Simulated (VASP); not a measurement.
# ZnO (P6_3mc) in VASP: notebook

The runs below take ZnO through single point, with PBE.

Everything below comes from runs of VASP 6.6.1. Logs are shortened: lines on timing, memory, paths and dates and some standing lists are left out, and cuts for length are marked.

**Measured values to compare with.**

“Electronic structure of alkaline earth and post-transition metal oxides”, 2009, arxiv:0908.1581 quotes, for a bulk crystal of ZnO: band gap 3.37 eV.

The runs below are set against these values where they give the same quantity.

### 1 The cell of the first run

It takes space group P6_3mc (No. 186, hexagonal). The conventional cell has a = 3.279 Å, b = 3.279 Å, c = 5.294 Å, α = 90.00°, β = 90.00°, γ = 120.00°. Within 2.6 Å of Zn (site symmetry 3m) lie 4 O at 2.00 to 2.01 Å. Within 2.6 Å of O (site symmetry 3m) lie 4 Zn at 2.00 to 2.01 Å.

### 2 Single point, PBE

INCAR reads:

```
SYSTEM = ZnO
PREC = Accurate
ENCUT = 520
EDIFF = 1E-7
ISMEAR = 0
SIGMA = 0.02
LREAL = .False.
LASPH = .True.
NELM = 80
ALGO = Normal
ISIF = 2
LWAVE = .False.
LCHARG = .False.
GGA = PE
NBANDS = 26
```

KPOINTS reads:

```
regular mesh
0
Gamma
  12 12 6
  0 0 0
```

POSCAR reads:

```
ZnO
1.0
    3.2794671159      0.0000000000      0.0000000000
   -1.6397335579      2.8401018333      0.0000000000
    0.0000000000      0.0000000000      5.2937265030
Zn O
2 2
Direct
    0.3333333333      0.6666666667      0.0015128026
    0.6666666667      0.3333333333      0.5015128026
    0.3333333333      0.6666666667      0.3805871974
    0.6666666667      0.3333333333      0.8805871974
```

Potentials or basis: VASP PAW PBE potentials, release 64 (Zn, O).

Started as:

```sh
> cat potpaw_PBE.64/Zn/POTCAR potpaw_PBE.64/O/POTCAR > POTCAR
> mpirun -np 1 vasp_std > vasp.out
```

OUTCAR:

```text
SYSTEM = ZnO
   PREC = Accurate
   ENCUT = 520
   EDIFF = 1E-7
   ISMEAR = 0
   LREAL = .False.
   LASPH = .True.
   NELM = 80
   ISIF = 2
   GGA = PE

 ion  position               nearest neighbor table
   1  0.333  0.667  0.002-   4 2.00   4 2.00   4 2.00   3 2.01
   2  0.667  0.333  0.502-   3 2.00   3 2.00   3 2.00   4 2.01
   3  0.333  0.667  0.381-   2 2.00   2 2.00   2 2.00   1 2.01
   4  0.667  0.333  0.881-   1 2.00   1 2.00   1 2.00   2 2.01

  LATTYP: Found a hexagonal cell.
 ALAT       =     3.2794671159
 C/A-ratio  =     1.6142032580

  Lattice vectors:

 A1 = (   3.2794671159,   0.0000000000,   0.0000000000)
 A2 = (  -1.6397335579,   2.8401018333,   0.0000000000)
 A3 = (   0.0000000000,   0.0000000000,   5.2937265030)

Analysis of symmetry for initial positions (statically):
=====================================================================
 Subroutine PRICEL returns:
 Original cell was already a primitive cell.

 Routine SETGRP: Setting up the symmetry group for a
 hexagonal supercell.

 Subroutine GETGRP returns: Found 12 space group operations
 (whereof  6 operations were pure point group operations)
 out of a pool of 24 trial point group operations.

The static configuration has the point symmetry C_3v.
 The point group associated with its full space group is C_6v.

Analysis of symmetry for dynamics (positions and initial velocities):
=====================================================================
 Subroutine PRICEL returns:
 Original cell was already a primitive cell.

 Routine SETGRP: Setting up the symmetry group for a
 hexagonal supercell.

 Subroutine GETGRP returns: Found 12 space group operations
 (whereof  6 operations were pure point group operations)
 out of a pool of 24 trial point group operations.

The dynamic configuration has the point symmetry C_3v.
 The point group associated with its full space group is C_6v.

 Subroutine INISYM returns: Found 12 space group operations
 (whereof  6 operations are pure point group operations),
 and found     1 'primitive' translations

----------------------------------------------------------------------------------------

                                     Primitive cell

  volume of cell :      49.3059

  direct lattice vectors                    reciprocal lattice vectors
     3.279467116  0.000000000  0.000000000     0.304927589  0.176050025  0.000000000
    -1.639733558  2.840101833  0.000000000     0.000000000  0.352100051  0.000000000
     0.000000000  0.000000000  5.293726503     0.000000000  0.000000000  0.188902846

  length of vectors
     3.279467116  3.279467116  5.293726503     0.352100051  0.352100051  0.188902846

  position of ions in fractional coordinates (direct lattice)
     0.333333333  0.666666667  0.001512803
     0.666666667  0.333333333  0.501512803
     0.333333333  0.666666667  0.380587197
     0.666666667  0.333333333  0.880587197

  ion indices of the primitive-cell ions
   primitive index   ion index
                 1           1
                 2           2
                 3           3
                 4           4

----------------------------------------------------------------------------------------

 KPOINTS: regular mesh

Automatic generation of k-mesh.
 Grid dimensions read from file:
 generate k-points for:   12   12    6

 Generating k-lattice:

  Cartesian coordinates                     Fractional coordinates (reciprocal lattice)
     0.025410632  0.014670835  0.000000000     0.083333333  0.000000000  0.000000000
     0.000000000  0.029341671  0.000000000     0.000000000  0.083333333  0.000000000
     0.000000000  0.000000000  0.031483808     0.000000000  0.000000000  0.166666667

  Length of vectors
     0.029341671  0.029341671  0.031483808

  Shift w.r.t. Gamma in fractional coordinates (k-lattice)
     0.000000000  0.000000000  0.000000000

 Subroutine IBZKPT returns following result:
 ===========================================

 Found     76 irreducible k-points:

 Following reciprocal coordinates:
            Coordinates               Weight
  0.000000  0.000000  0.000000      1.000000
  0.083333 -0.000000  0.000000      6.000000
  0.166667 -0.000000  0.000000      6.000000
  0.250000 -0.000000  0.000000      6.000000
  0.333333 -0.000000  0.000000      6.000000
  0.416667  0.000000  0.000000      6.000000
[... 16 lines left out ...]
  0.250000 -0.000000  0.166667     12.000000
  0.333333 -0.000000  0.166667     12.000000
 [... further k-points ...]
   k-points           NKPTS =     76   k-points in BZ     NKDIM =     76   number of bands    NBANDS=     26
   number of dos      NEDOS =    301   number of ions     NIONS =      4
   total plane-waves  NPLWV =  23040
   dimension x,y,z NGX =    24 NGY =   24 NGZ =   40
   dimension x,y,z NGXF=    48 NGYF=   48 NGZF=   80
   ions per type =               2   2
   NGX,Y,Z   is equivalent  to a cutoff of  12.17, 12.17, 12.56 a.u.
   NGXF,Y,Z  is equivalent  to a cutoff of  24.33, 24.33, 25.12 a.u.
 SYSTEM =  ZnO
   PREC   = accura    normal or accurate (medium, high low for compatibility)
   ISTART =      0    job   : 0-new  1-cont  2-samecut
   ICHARG =      2    charge: 1-file 2-atom 10-const
   ISPIN  =      1    spin polarized calculation?
   LNONCOLLINEAR =      F non collinear calculations
   LSORBIT =      F    spin-orbit coupling
   LASPH  =      T    aspherical Exc in radial PAW
   ENCUT  =  520.0 eV  38.22 Ry    6.18 a.u.   6.10  6.10  9.84*2*pi/ulx,y,z
   NELM   =     80;   NELMIN=  2; NELMDL= -5     # of ELM steps
   EDIFF  = 0.1E-06   stopping-criterion for ELM
   LREAL  =      F    real-space projection
   EDIFFG = 0.1E-05   stopping-criterion for IOM
   NSW    =      0    number of steps for IOM
   IBRION =     -1    ionic relax: 0-MD 1-quasi-New 2-CG
   NFREE  =      0    steps in history (QN), initial steepest desc. (CG)
   ISIF   =      2    stress and relaxation
   ISYM   =      2    0-nonsym 1-usesym 2-fastsym
   POTIM  = 0.5000    time-step for ionic-motion
   TEBEG  =    0.0;   TEEND  =   0.0 temperature during run
   PSTRESS=    0.0 pullay stress
   NELECT =      36.0000    total number of electrons
   NUPDOWN=      -1.0000    fix difference up-down
   EMIN   =  10.00;   EMAX   =-10.00  energy-range for DOS
   EFERMI =   0.00;   METHOD = LEGACY
   ISMEAR =     0;   SIGMA  =   0.02  broadening in eV -4-tet -1-fermi 0-gaus
   EFERMI_NEDOS =   21; number of points for ismear=-14 and -15
   IALGO  =     38    algorithm
   IMIX   =      4    mixing-type and parameters
     AMIX     =   0.40;   BMIX     =  1.00
     AMIX_MAG =   1.60;   BMIX_MAG =  1.00
  volume/ion in A,a.u.               =      12.33        83.18
  Fermi-wavevector in a.u.,A,eV,Ry     =   1.474154  2.785747 29.567217  2.173129
  Thomas-Fermi vector in A             =   2.588960
   LORBIT       =      0    0 simple, 1 ext, 2 COOP (PROOUT), +10 PAW based schemes
   GGA     = PE    functional components
   LHFCALC =     F    Hartree Fock is set to
   AEXX    =    0.0000 exact exchange contribution
   IVDW    =     0    specifies the selected vdW correction
   LEPSILON=     F    determine dielectric tensor
   LRPA    =     F    only Hartree local field effects (RPA)
 non-spin polarized calculation
 Gauss-broadening in eV      SIGMA  =   0.02
  energy-cutoff  :      520.00
  volume of cell :       49.31
 maximum number of plane-waves:      1350
   NGX = 13   NGY = 13   NGZ = 19

 number of electron      36.0000038 magnetization

 Free energy of the ion-electron system (eV)
  ---------------------------------------------------
  ext. energy  EPLUGINS =         0.00000000
  ---------------------------------------------------
  free energy    TOTEN  =       -17.86099869 eV

  energy without entropy =      -17.86099869  energy(sigma->0) =      -17.86099869

 E-fermi :   1.0052     XC(G=0): -10.7252

 val. band max:        0.8945237603   @ k =   0.0000   0.0000   0.0000
 cond. band min:       1.6221914210   @ k =   0.0000   0.0000   0.0000
 fundamental gap:      0.7276676607
 Fermi energy:         1.0052181534

 k-point     1 :       0.0000    0.0000    0.0000
  band No.  band energies     occupation
      1     -16.9233      2.00000
      2     -16.2561      2.00000
      3      -4.6423      2.00000
      4      -4.6423      2.00000
      5      -4.6029      2.00000
      6      -4.4880      2.00000
[... 18 lines left out ...]
     25      14.8263      0.00000
     26      14.8263      0.00000

 k-point     2 :       0.0833   -0.0000    0.0000
  band No.  band energies     occupation
      1     -16.8875      2.00000
      2     -16.2401      2.00000
      3      -4.6825      2.00000
      4      -4.6211      2.00000
      5      -4.5785      2.00000
      6      -4.4701      2.00000
[... 18 lines left out ...]
     25      14.7535      0.00000
     26      14.9111      0.00000

 k-point     3 :       0.1667   -0.0000    0.0000
  band No.  band energies     occupation
      1     -16.7866      2.00000
      2     -16.1974      2.00000
      3      -4.7739      2.00000
      4      -4.5654      2.00000
      5      -4.5419      2.00000
      6      -4.4594      2.00000
[... 18 lines left out ...]
     25      14.7241      0.00000
     26      14.9949      0.00000

 k-point     4 :       0.2500   -0.0000    0.0000
  band No.  band energies     occupation
      1     -16.6405      2.00000
      2     -16.1433      2.00000
      3      -4.8651      2.00000
      4      -4.5503      2.00000
      5      -4.4973      2.00000
      6      -4.3736      2.00000
[... 18 lines left out ...]
     25      14.0566      0.00000
     26      14.8594      0.00000

 k-point     5 :       0.3333   -0.0000    0.0000
  band No.  band energies     occupation
      1     -16.4802      2.00000
      2     -16.0987      2.00000
      3      -4.9032      2.00000
      4      -4.5742      2.00000
      5      -4.4421      2.00000
      6      -4.2401      2.00000
[... 18 lines left out ...]
     25      14.1095      0.00000
     26      14.7492      0.00000

 k-point     6 :       0.4167    0.0000    0.0000
  band No.  band energies     occupation
      1     -16.3449      2.00000
      2     -16.0809      2.00000
      3      -4.8717      2.00000
      4      -4.5992      2.00000
      5      -4.4113      2.00000
      6      -4.0945      2.00000
[... 427 lines left out ...]
 k-point    21 :       0.0833   -0.0000    0.1667
  band No.  band energies     occupation
      1     -16.8459      2.00000
      2     -16.2853      2.00000
      3      -4.7069      2.00000
      4      -4.6138      2.00000
      5      -4.6116      2.00000
      6      -4.5816      2.00000
[... 18 lines left out ...]
     25      14.1776      0.00000
     26      14.7153      0.00000

 k-point    22 :       0.1667   -0.0000    0.1667
  band No.  band energies     occupation
      1     -16.7483      2.00000
      2     -16.2380      2.00000
      3      -4.8019      2.00000
      4      -4.6127      2.00000
      5      -4.5560      2.00000
      6      -4.5025      2.00000
[... 18 lines left out ...]
     25      13.9264      0.00000
     26      14.8000      0.00000

 k-point    23 :       0.2500   -0.0000    0.1667
  band No.  band energies     occupation
      1     -16.6075      2.00000
      2     -16.1766      2.00000
      3      -4.8925      2.00000
      4      -4.6335      2.00000
      5      -4.4836      2.00000
      6      -4.3970      2.00000
[... 18 lines left out ...]
     25      14.0594      0.00000
     26      14.7365      0.00000

 k-point    24 :       0.3333   -0.0000    0.1667
  band No.  band energies     occupation
      1     -16.4539      2.00000
      2     -16.1233      2.00000
      3      -4.9329      2.00000
      4      -4.6605      2.00000
      5      -4.4225      2.00000
      6      -4.2652      2.00000
[... 18 lines left out ...]
     25      14.1253      0.00000
     26      14.6814      0.00000

 [... further k-points ...]

------------------------ aborting loop because EDIFF is reached ----------------------------------------

  FORCE on cell =-STRESS in cart. coord.  units (eV):
  Direction    XX          YY          ZZ          XY          YZ          ZX
  --------------------------------------------------------------------------------------
  -------------------------------------------------------------------------------------
  Total        0.2775157      0.2775157      0.2750779      0.0000000      0.0000000      0.0000000
  in kB        9.0177766      9.0177766      8.9385598      0.0000000      0.0000000      0.0000000
  external PRESSURE =       8.9913710 kB  Pullay stress =       0.0000000 kB

 VOLUME and BASIS-vectors are now :
 -----------------------------------------------------------------------------
  energy-cutoff  :      520.00
  volume of cell :       49.31
      direct lattice vectors                 reciprocal lattice vectors
     3.279467116  0.000000000  0.000000000     0.304927589  0.176050025  0.000000000
    -1.639733558  2.840101833  0.000000000     0.000000000  0.352100051  0.000000000
     0.000000000  0.000000000  5.293726503     0.000000000  0.000000000  0.188902846

 POSITION                                       TOTAL-FORCE (eV/Angst)
 -----------------------------------------------------------------------------------
     -0.00000      1.89340      0.00801         0.000000     -0.000000      0.000971
      1.63973      0.94670      2.65487        -0.000000      0.000000      0.000971
     -0.00000      1.89340      2.01472         0.000000      0.000000     -0.000971
      1.63973      0.94670      4.66159        -0.000000     -0.000000     -0.000971
 -----------------------------------------------------------------------------------
    total drift:                               -0.000001     -0.000001     -0.001469

  FREE ENERGIE OF THE ION-ELECTRON SYSTEM (eV)
  ---------------------------------------------------
  free  energy   TOTEN  =       -17.8609986910 eV

  energy  without entropy=      -17.8609986910  energy(sigma->0) =      -17.86099869
```

It took 2 min on 1 thread of AMD EPYC 7R43 (Zen 3), shared host; peak memory 0.17 GiB.

What came out:

* Free energy: -17.8610 eV
* Pressure: 0.9 GPa
* Band gap on the k mesh: 0.73 eV, direct

Levels at points of the mesh, in eV from the valence-band top:
```
           k point  band 15  band 16  band 17  band 18  band 19  band 20  band 21  band 22
(0.00, 0.00, 0.00)    -0.75    -0.08     0.00     0.00     0.73     5.09     8.07    12.73
(0.50, 0.00, 0.00)    -2.72    -2.14    -1.23    -0.79     5.62     6.82     7.52     8.27
(0.00, 0.00, 0.50)    -0.37    -0.37    -0.37    -0.37     3.36     3.36     9.91     9.91
(0.50, 0.00, 0.50)    -1.43    -1.43    -1.32    -1.32     5.64     5.64     8.23     8.23
```

### 3 Single point, PBE (strained and its atoms moved)

INCAR reads:

```
PREC = Accurate
ENCUT = 520
EDIFF = 1E-6
ISMEAR = 0
SIGMA = 0.02
LREAL = F
LASPH = T
NELM = 60
ALGO = Normal
ISIF = 2
LWAVE = F
LCHARG = F
GGA = PE
NBANDS = 26
```

KPOINTS reads:

```
regular mesh
0
Gamma
  9 9 6
```

POSCAR reads:

```
ZnO
1.0
    3.3460683359      0.0000000000      0.0000000000
   -1.6730341679      2.8977801817      0.0000000000
    0.0000000000      0.0000000000      5.0463850500
Zn O
2 2
Direct
    0.3333333333      0.6666666667      0.0192167262
    0.6666666667      0.3333333333      0.5192167262
    0.3333333333      0.6666666667      0.3628832738
    0.6666666667      0.3333333333      0.8628832738
```

Potentials or basis: VASP PAW PBE potentials, release 64 (Zn, O).

Started as:

```sh
> cat potpaw_PBE.64/Zn/POTCAR potpaw_PBE.64/O/POTCAR > POTCAR
> mpirun -np 1 vasp_std > vasp.out
```

Wall time 39 s (1 thread of Intel Xeon Platinum 8488C (Sapphire Rapids), shared host); peak memory 0.19 GiB.

The run converged. Its results:

```
Free energy            : -17.0302 eV
Pressure               : 11.2 GPa
Largest force          : 3.801 eV/Å
Band gap on the k mesh : 0.83 eV, direct
```

Forces in eV/Å, atoms in the order of the input:
```
Zn   0.000  0.000 -3.801
Zn   0.000  0.000 -3.801
O    0.000  0.000  3.801
O    0.000  0.000  3.801
```

Stress tensor (GPa, compression positive):
```
-5.43  0.00  0.00
 0.00 -5.43  0.00
 0.00  0.00 44.49
```

Levels at points of the mesh, in eV from the valence-band top:
```tsv
k point	band 16	band 17	band 18	band 19	band 20	band 21
(0.00, 0.00, 0.00)	-0.11	-0.11	0.00	0.83	5.05	8.87
(0.00, 0.00, 0.50)	-0.73	-0.73	-0.73	3.38	3.38	10.88
```

Caveat: the cell differs from its parent crystal (strained and its atoms moved); forces of over 1 eV/Å act on the atoms, so gaps and moduli don't describe the material at rest.

[end of part 1 of 2]
